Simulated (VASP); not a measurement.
Set up this calculation in VASP 6.6.1, as the native input.

| Quantity | Value |
| --- | --- |
| Task | relaxation of cell and atoms |
| Functional | HSE06 |
| Potentials or basis | VASP PAW PBE potentials, release 64 (C) |
| Cutoff | 600 eV |
| k mesh | 8 × 8 × 8 |
| Occupations | fermi-dirac, width 0.02 eV |
| Spin | no spin polarisation |
| Dipole correction | no |
| Grid for exact exchange (PRECFOCK) | Normal |
| Further INCAR settings | ALGO = Normal; EDIFF = 1e-07; IBRION = 2; EDIFFG = -0.005; NSW = 80; ISIF = 3 |
| Share of exact exchange | 0.25 |
| Screening parameter | 0.2079 1/Å |

Crystal: C.

```xyz
2
Lattice="0.0000 1.7801 1.7801 1.7801 0.0000 1.7801 1.7801 1.7801 0.0000" Properties=species:S:1:pos:R:3 pbc="T T T"
C     0.0000    0.0000    0.0000
C     0.8901    0.8901    0.8901
```

The input as run:

POSCAR

```
C
1.0
    0.0000000000      1.7801241426      1.7801241426
    1.7801241426      0.0000000000      1.7801241426
    1.7801241426      1.7801241426      0.0000000000
C
2
Direct
    0.0000000000      0.0000000000      0.0000000000
    0.2500000000      0.2500000000      0.2500000000
```

INCAR.step1

```
SYSTEM = C
PREC     = Accurate       ! precision mode
ENCUT    = 600            ! plane-wave cutoff, eV
EDIFF    = 1E-5           ! SCF threshold, eV
ISMEAR   = -1             ! smearing method
SIGMA    = 0.02           ! smearing width, eV
LREAL    = .False.        ! projectors in reciprocal space
LASPH    = .True.         ! aspherical terms in the spheres
NELM     = 120            ! most SCF steps
ALGO     = Normal         ! electronic algorithm
LWAVE    = .True.         ! write WAVECAR
LCHARG   = .False.        ! write CHGCAR
GGA      = PE             ! functional
NBANDS   = 11             ! bands
GGA_COMPAT= .False.      
IBRION   = 2              ! ionic algorithm
ISIF     = 3              ! what is computed and relaxed
EDIFFG   = -0.005         ! ionic threshold
NELMIN   = 4            
NSW      = 100            ! ionic steps
```

INCAR.step2

```
SYSTEM = C
PREC     = Accurate       ! precision mode
ENCUT    = 600            ! plane-wave cutoff, eV
EDIFF    = 1E-7           ! SCF threshold, eV
ISMEAR   = -1             ! smearing method
SIGMA    = 0.02           ! smearing width, eV
LREAL    = .False.        ! projectors in reciprocal space
LASPH    = .True.         ! aspherical terms in the spheres
NELM     = 120            ! most SCF steps
ALGO     = Normal         ! electronic algorithm
ISIF     = 3              ! what is computed and relaxed
LWAVE    = .False.        ! write WAVECAR
LCHARG   = .False.        ! write CHGCAR
GGA      = PE             ! functional
LHFCALC  = .True.         ! exact exchange
HFSCREEN = 0.2079         ! screening, 1/A
PRECFOCK = Normal       
IBRION   = 2              ! ionic algorithm
NSW      = 80             ! ionic steps
EDIFFG   = -0.005         ! ionic threshold
ISTART   = 1            
GGA_COMPAT= .False.      
NELMIN   = 4
```

KPOINTS

```
regular mesh
0
Gamma
  8 8 8
  0 0 0
```

Potentials or basis: VASP PAW PBE potentials, release 64 (C).

Command:

```bash
$ cat potpaw_PBE.64/C/POTCAR > POTCAR
$ cp INCAR.step1 INCAR
$ mpirun -np 1 vasp_std > vasp.out
$ cp INCAR.step2 INCAR
$ mpirun -np 1 vasp_std > vasp.out
```

It gave:

```
Relaxed volume                        : 5.57 Å³/atom
Relaxed cell                          : a = 2.507 Å, b = 2.507 Å, c = 2.507 Å, α = 60.00°, β = 60.00°, γ = 60.00°
Space group after relaxing (to 0.1 Å) : Fd-3m (No. 227)
Energy gained by relaxing             : 1.2 meV/atom
Ionic steps                           : 3
Pressure after relaxing               : 0.0 GPa
Band gap on the k mesh                : 5.32 eV (least direct gap 7.02 eV)
```

Caveat: the PAW data sets were made with another functional, which shifts forces and pressure a little.

Wall time 56 min on 1 thread of Oxide Virtual Turin-like Processor, on a shared host, peak memory 0.19 GiB.
